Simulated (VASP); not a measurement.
## C: single point with PBE

Crystal: C.

```xyz
1
Lattice="0.0000 1.5355 1.5355 1.5355 0.0000 1.5355 1.5355 1.5355 0.0000" Properties=species:S:1:pos:R:3 pbc="T T T"
C     0.0000    0.0000    0.0000
```

```json
{"Program": "VASP 6.6.1", "Task": "single point", "Functional": "PBE", "Potentials or basis": "VASP PAW PBE potentials, release 64 (C)", "Cutoff": "520 eV", "k mesh": "11 × 11 × 11", "Occupations": "gaussian, width 0.02 eV", "Spin": "no spin polarisation", "Dipole correction": "no", "Further INCAR settings": "ALGO = Normal; EDIFF = 1e-06; NBANDS = 8"}
```

* Pressure: 0.1 GPa
* Band gap on the k mesh: zero (band 2 reaches 15.76 eV, above the bottom of band 3 at 4.52 eV)

Levels at points of the mesh, in eV from the Fermi level:
```tsv
k point	band 1	band 2	band 3	band 4	band 5	band 6
(0.00, 0.00, 0.00)	-18.87	8.03	8.03	8.03	30.12	30.12
```

It took 1.5 s on 1 thread of Intel(R) Xeon(R) Platinum 8488C (Sapphire Rapids) (shared host), peak memory 0.1 GiB.
